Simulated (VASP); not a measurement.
# ZnAu (P1) in VASP: single point with PBE

Aim: the single point of ZnAu with PBE.

Program: VASP 6.6.1. These are calculated values, not measurements. Logs are shortened: lines on timing, memory, paths and dates and some standing lists are left out, and cuts for length are marked.

### 1 The cell of the first run

The typed cell holds 2 atoms: a = 3.147 Å, b = 3.147 Å, c = 3.147 Å, α = 90.00°, β = 90.00°, γ = 90.00°.

### 2 Single point, PBE

The input, INCAR:

```
PREC     = Accurate       # precision mode
ENCUT    = 520            # plane-wave cutoff, eV
EDIFF    = 1E-6           # SCF threshold, eV
ISMEAR   = 0              # smearing method
SIGMA    = 0.05           # smearing width, eV
LREAL    = F              # projectors in reciprocal space
LASPH    = T              # aspherical terms in the spheres
NELM     = 100            # most SCF steps
ALGO     = Normal         # electronic algorithm
ISIF     = 2              # what is computed and relaxed
LWAVE    = F              # write WAVECAR
LCHARG   = F              # write CHGCAR
GGA      = PE             # functional
NBANDS   = 18             # bands
```

The input, KPOINTS:

```
Automatic mesh
0
Gamma
  10 10 10
```

The input, POSCAR:

```
ZnAu
1.0
    3.1470000000      0.0000000000      0.0000000000
    0.0000000000      3.1470000000      0.0000000000
    0.0000000000      0.0000000000      3.1470000000
Zn Au
1 1
Direct
    0.5000000000      0.5000000000      0.5000000000
    0.0188232704      0.0065746578      0.0432938498
```

Potentials or basis: VASP PAW PBE potentials, release 64 (Zn, Au).

The run is started by

```console
> cat potpaw_PBE.64/Zn/POTCAR potpaw_PBE.64/Au/POTCAR > POTCAR
> mpirun -np 1 vasp_std > vasp.out
```

OUTCAR:

```text
PREC = Accurate
   ENCUT = 520
   EDIFF = 1E-6
   ISMEAR = 0
   LREAL = F
   LASPH = T
   NELM = 100
   ISIF = 2
   GGA = PE

 ion  position               nearest neighbor table
   1  0.500  0.500  0.500-   2 2.60   2 2.63   2 2.67   2 2.70   2 2.76   2 2.79   2 2.83   2 2.85

   2  0.019  0.007  0.043-   1 2.60   1 2.63   1 2.67   1 2.70   1 2.76   1 2.79   1 2.83   1 2.85

  LATTYP: Found a simple cubic cell.
 ALAT       =     3.1470000000

  Lattice vectors:

 A1 = (   3.1470000000,   0.0000000000,   0.0000000000)
 A2 = (   0.0000000000,   3.1470000000,   0.0000000000)
 A3 = (   0.0000000000,   0.0000000000,   3.1470000000)

Analysis of symmetry for initial positions (statically):
=====================================================================
 Subroutine PRICEL returns:
 Original cell was already a primitive cell.

 Routine SETGRP: Setting up the symmetry group for a
 simple cubic supercell.

 Subroutine GETGRP returns: Found  1 space group operations
 (whereof  1 operations were pure point group operations)
 out of a pool of 48 trial point group operations.

The static configuration has the point symmetry C_1 .

Analysis of symmetry for dynamics (positions and initial velocities):
=====================================================================
 Subroutine PRICEL returns:
 Original cell was already a primitive cell.

 Routine SETGRP: Setting up the symmetry group for a
 simple cubic supercell.

 Subroutine GETGRP returns: Found  1 space group operations
 (whereof  1 operations were pure point group operations)
 out of a pool of 48 trial point group operations.

The dynamic configuration has the point symmetry C_1 .

 Subroutine INISYM returns: Found  1 space group operations
 (whereof  1 operations are pure point group operations),
 and found     1 'primitive' translations

----------------------------------------------------------------------------------------

                                     Primitive cell

  volume of cell :      31.1667

  direct lattice vectors                    reciprocal lattice vectors
     3.147000000  0.000000000  0.000000000     0.317762949  0.000000000  0.000000000
     0.000000000  3.147000000  0.000000000     0.000000000  0.317762949  0.000000000
     0.000000000  0.000000000  3.147000000     0.000000000  0.000000000  0.317762949

  length of vectors
     3.147000000  3.147000000  3.147000000     0.317762949  0.317762949  0.317762949

  position of ions in fractional coordinates (direct lattice)
     0.500000000  0.500000000  0.500000000
     0.018823270  0.006574658  0.043293850

  ion indices of the primitive-cell ions
   primitive index   ion index
                 1           1
                 2           2

----------------------------------------------------------------------------------------

 KPOINTS: Automatic mesh

Automatic generation of k-mesh.
 Grid dimensions read from file:
 generate k-points for:   10   10   10

 Generating k-lattice:

  Cartesian coordinates                     Fractional coordinates (reciprocal lattice)
     0.031776295  0.000000000  0.000000000     0.100000000  0.000000000  0.000000000
     0.000000000  0.031776295  0.000000000     0.000000000  0.100000000  0.000000000
     0.000000000  0.000000000  0.031776295     0.000000000  0.000000000  0.100000000

  Length of vectors
     0.031776295  0.031776295  0.031776295

  Shift w.r.t. Gamma in fractional coordinates (k-lattice)
     0.000000000  0.000000000  0.000000000

 Subroutine IBZKPT returns following result:
 ===========================================

 Found    504 irreducible k-points:

 Following reciprocal coordinates:
            Coordinates               Weight
  0.000000  0.000000  0.000000      1.000000
  0.100000  0.000000  0.000000      2.000000
  0.000000  0.100000  0.000000      2.000000
  0.000000  0.000000  0.100000      2.000000
  0.200000  0.000000  0.000000      2.000000
  0.000000  0.200000  0.000000      2.000000
[... 16 lines left out ...]
  0.200000  0.100000  0.000000      2.000000
  0.000000  0.200000  0.100000      2.000000
 [... further k-points ...]
   k-points           NKPTS =    504   k-points in BZ     NKDIM =    504   number of bands    NBANDS=     18
   number of dos      NEDOS =    301   number of ions     NIONS =      2
   total plane-waves  NPLWV =  13824
   dimension x,y,z NGX =    24 NGY =   24 NGZ =   24
   dimension x,y,z NGXF=    48 NGYF=   48 NGZF=   48
   ions per type =               1   1
   NGX,Y,Z   is equivalent  to a cutoff of  12.68, 12.68, 12.68 a.u.
   NGXF,Y,Z  is equivalent  to a cutoff of  25.36, 25.36, 25.36 a.u.
 SYSTEM =  unknown system
   PREC   = accura    normal or accurate (medium, high low for compatibility)
   ISTART =      0    job   : 0-new  1-cont  2-samecut
   ICHARG =      2    charge: 1-file 2-atom 10-const
   ISPIN  =      1    spin polarized calculation?
   LNONCOLLINEAR =      F non collinear calculations
   LSORBIT =      F    spin-orbit coupling
   LASPH  =      T    aspherical Exc in radial PAW
   ENCUT  =  520.0 eV  38.22 Ry    6.18 a.u.   5.85  5.85  5.85*2*pi/ulx,y,z
   NELM   =    100;   NELMIN=  2; NELMDL= -5     # of ELM steps
   EDIFF  = 0.1E-05   stopping-criterion for ELM
   LREAL  =      F    real-space projection
   EDIFFG = 0.1E-04   stopping-criterion for IOM
   NSW    =      0    number of steps for IOM
   IBRION =     -1    ionic relax: 0-MD 1-quasi-New 2-CG
   NFREE  =      0    steps in history (QN), initial steepest desc. (CG)
   ISIF   =      2    stress and relaxation
   ISYM   =      2    0-nonsym 1-usesym 2-fastsym
   POTIM  = 0.5000    time-step for ionic-motion
   TEBEG  =    0.0;   TEEND  =   0.0 temperature during run
   PSTRESS=    0.0 pullay stress
   NELECT =      23.0000    total number of electrons
   NUPDOWN=      -1.0000    fix difference up-down
   EMIN   =  10.00;   EMAX   =-10.00  energy-range for DOS
   EFERMI =   0.00;   METHOD = LEGACY
   ISMEAR =     0;   SIGMA  =   0.05  broadening in eV -4-tet -1-fermi 0-gaus
   EFERMI_NEDOS =   21; number of points for ismear=-14 and -15
   IALGO  =     38    algorithm
   IMIX   =      4    mixing-type and parameters
     AMIX     =   0.40;   BMIX     =  1.00
     AMIX_MAG =   1.60;   BMIX_MAG =  1.00
  volume/ion in A,a.u.               =      15.58       105.16
  Fermi-wavevector in a.u.,A,eV,Ry     =   1.479406  2.795672 29.778283  2.188642
  Thomas-Fermi vector in A             =   2.593568
   LORBIT       =      0    0 simple, 1 ext, 2 COOP (PROOUT), +10 PAW based schemes
   GGA     = PE    functional components
   LHFCALC =     F    Hartree Fock is set to
   AEXX    =    0.0000 exact exchange contribution
   IVDW    =     0    specifies the selected vdW correction
   LEPSILON=     F    determine dielectric tensor
   LRPA    =     F    only Hartree local field effects (RPA)
 non-spin polarized calculation
 Gauss-broadening in eV      SIGMA  =   0.05
  energy-cutoff  :      520.00
  volume of cell :       31.17
 maximum number of plane-waves:       862
   NGX = 11   NGY = 11   NGZ = 11

 number of electron      22.9999997 magnetization

 Free energy of the ion-electron system (eV)
  ---------------------------------------------------
  ext. energy  EPLUGINS =         0.00000000
  ---------------------------------------------------
  free energy    TOTEN  =        -4.68942939 eV

  energy without entropy =       -4.68862309  energy(sigma->0) =       -4.68902624

 E-fermi :   7.1493     XC(G=0): -12.3726

 val. band max:        7.1416073701   @ k =   0.3000   0.1000   0.1000
 cond. band min:       7.1517991347   @ k =  -0.1000  -0.1000   0.3000
 fundamental gap:      0.0101917646
 Fermi energy:         7.1493448003

 k-point     1 :       0.0000    0.0000    0.0000
  band No.  band energies     occupation
      1      -3.5267      2.00000
      2      -1.0569      2.00000
      3      -1.0265      2.00000
      4      -0.3707      2.00000
      5      -0.3375      2.00000
      6      -0.3332      2.00000
[... 10 lines left out ...]
     17      19.2263      0.00000
     18      25.4185      0.00000

 k-point     2 :       0.1000    0.0000    0.0000
  band No.  band energies     occupation
      1      -3.3493      2.00000
      2      -1.0116      2.00000
      3      -0.9837      2.00000
      4      -0.3705      2.00000
      5      -0.3392      2.00000
      6      -0.3236      2.00000
[... 10 lines left out ...]
     17      20.0525      0.00000
     18      25.2568      0.00000

 k-point     3 :       0.0000    0.1000    0.0000
  band No.  band energies     occupation
      1      -3.3490      2.00000
      2      -1.0089      2.00000
      3      -0.9866      2.00000
      4      -0.3727      2.00000
      5      -0.3353      2.00000
      6      -0.3254      2.00000
[... 10 lines left out ...]
     17      20.0687      0.00000
     18      25.2764      0.00000

 k-point     4 :       0.0000    0.0000    0.1000
  band No.  band energies     occupation
      1      -3.3504      2.00000
      2      -1.0196      2.00000
      3      -0.9749      2.00000
      4      -0.3627      2.00000
      5      -0.3399      2.00000
      6      -0.3300      2.00000
[... 10 lines left out ...]
     17      19.9760      0.00000
     18      25.2896      0.00000

 k-point     5 :       0.2000    0.0000    0.0000
  band No.  band energies     occupation
      1      -2.8329      2.00000
      2      -0.9078      2.00000
      3      -0.8541      2.00000
      4      -0.3725      2.00000
      5      -0.3439      2.00000
      6      -0.2939      2.00000
[... 10 lines left out ...]
     17      22.4501      0.00000
     18      24.5027      0.00000

 k-point     6 :       0.0000    0.2000    0.0000
  band No.  band energies     occupation
      1      -2.8319      2.00000
      2      -0.9047      2.00000
      3      -0.8579      2.00000
      4      -0.3765      2.00000
      5      -0.3406      2.00000
      6      -0.2939      2.00000
[... 10 lines left out ...]
     17      22.4698      0.00000
     18      24.5451      0.00000

 k-point     7 :       0.0000    0.0000    0.2000
  band No.  band energies     occupation
      1      -2.8381      2.00000
      2      -0.9173      2.00000
      3      -0.8414      2.00000
      4      -0.3565      2.00000
      5      -0.3452      2.00000
      6      -0.3046      2.00000
[... 10 lines left out ...]
     17      22.3581      0.00000
     18      24.4984      0.00000

 k-point     8 :       0.3000    0.0000    0.0000
  band No.  band energies     occupation
      1      -2.0359      2.00000
      2      -0.7753      2.00000
      3      -0.6891      2.00000
      4      -0.3735      2.00000
      5      -0.3514      2.00000
      6      -0.2548      2.00000
[... 10 lines left out ...]
     17      22.3886      0.00000
     18      22.5047      0.00000
[... 229 lines left out ...]
     17      20.1506      0.00000
     18      24.4513      0.00000

 k-point    20 :      -0.1000    0.1000    0.0000
  band No.  band energies     occupation
      1      -3.1748      2.00000
      2      -0.9586      2.00000
      3      -0.9520      2.00000
      4      -0.3830      2.00000
      5      -0.3544      2.00000
      6      -0.2962      2.00000
[... 10 lines left out ...]
     17      20.1980      0.00000
     18      24.3501      0.00000

 k-point    21 :      -0.1000    0.0000    0.1000
  band No.  band energies     occupation
      1      -3.1766      2.00000
      2      -0.9770      2.00000
      3      -0.9344      2.00000
      4      -0.3980      2.00000
      5      -0.3437      2.00000
      6      -0.2915      2.00000
[... 10 lines left out ...]
     17      20.1486      0.00000
     18      24.3726      0.00000

 k-point    22 :       0.0000   -0.1000    0.1000
  band No.  band energies     occupation
      1      -3.1760      2.00000
      2      -0.9751      2.00000
      3      -0.9359      2.00000
      4      -0.3898      2.00000
      5      -0.3443      2.00000
      6      -0.2982      2.00000
[... 10 lines left out ...]
     17      20.1599      0.00000
     18      24.3892      0.00000

 k-point    23 :       0.2000    0.1000    0.0000
  band No.  band energies     occupation
      1      -2.6704      2.00000
      2      -0.8684      2.00000
      3      -0.8192      2.00000
      4      -0.3876      2.00000
      5      -0.3692      2.00000
      6      -0.2712      2.00000
[... 10 lines left out ...]
     17      22.3018      0.00000
     18      22.6937      0.00000

 k-point    24 :       0.0000    0.2000    0.1000
  band No.  band energies     occupation
      1      -2.6704      2.00000
      2      -0.8794      2.00000
      3      -0.8105      2.00000
      4      -0.4033      2.00000
      5      -0.3467      2.00000
      6      -0.2758      2.00000
[... 10 lines left out ...]
     17      22.3617      0.00000
     18      22.7654      0.00000

 [... further k-points ...]
[... 5 lines left out ...]
  --------------------------------------------------------------------------------------
  -------------------------------------------------------------------------------------
  Total        1.2213045      1.2621392      1.0344671      0.0268861      0.0576529      0.1625892
  in kB       62.7833269     64.8825030     53.1786182      1.3821261      2.9637491      8.3581861
  external PRESSURE =      60.2814827 kB  Pullay stress =       0.0000000 kB

 VOLUME and BASIS-vectors are now :
 -----------------------------------------------------------------------------
  energy-cutoff  :      520.00
  volume of cell :       31.17
      direct lattice vectors                 reciprocal lattice vectors
     3.147000000  0.000000000  0.000000000     0.317762949  0.000000000  0.000000000
     0.000000000  3.147000000  0.000000000     0.000000000  0.317762949  0.000000000
     0.000000000  0.000000000  3.147000000     0.000000000  0.000000000  0.317762949

 POSITION                                       TOTAL-FORCE (eV/Angst)
 -----------------------------------------------------------------------------------
      1.57350      1.57350      1.57350         0.248253      0.088223      0.526905
      0.05924      0.02069      0.13625        -0.248253     -0.088223     -0.526905
 -----------------------------------------------------------------------------------
    total drift:                                0.000034     -0.000038      0.000022

  FREE ENERGIE OF THE ION-ELECTRON SYSTEM (eV)
  ---------------------------------------------------
  free  energy   TOTEN  =        -4.6894293948 eV

  energy  without entropy=       -4.6886230883  energy(sigma->0) =       -4.68902624
```

Run time: 4.9 min. Hardware: 1 thread of AMD EPYC 7R13, shared host; peak memory 0.36 GiB.

What came out:

* Free energy: -4.6894 eV
* Pressure: 6.0 GPa
* Largest force: 0.589 eV/Å
* Band gap on the k mesh: zero (an odd number of electrons rules out a gap without spin polarisation)

Forces in eV/Å, atoms in the order of the input:
```
Zn   0.248  0.088  0.527
Au  -0.248 -0.088 -0.527
```

Stress tensor (GPa, compression positive):
```
6.28 0.14 0.84
0.14 6.49 0.30
0.84 0.30 5.32
```

Levels at points of the mesh, in eV from the Fermi level:
```tsv
k point	band 10	band 11	band 12	band 13	band 14	band 15
(0.00, 0.00, 0.00)	-3.83	-3.81	4.96	4.97	5.05	8.76
(0.50, 0.00, 0.00)	-4.91	-3.95	-2.45	9.95	10.78	10.94
(0.00, 0.50, 0.00)	-4.91	-3.95	-2.46	9.94	10.69	10.93
(0.00, 0.00, 0.50)	-4.97	-3.96	-2.43	10.25	10.60	10.71
(0.50, 0.50, 0.00)	-3.24	-2.02	-2.01	0.78	2.45	10.47
(0.00, 0.50, 0.50)	-3.24	-2.04	-2.00	0.78	2.44	10.42
(0.50, 0.00, 0.50)	-3.24	-2.04	-2.01	0.78	2.44	10.41
(0.50, 0.50, 0.50)	-3.19	1.38	3.53	3.56	3.58	3.71
```

Caveat: the cell stands under pressure; spin-orbit coupling is left out, which moves the levels of the heavy elements.
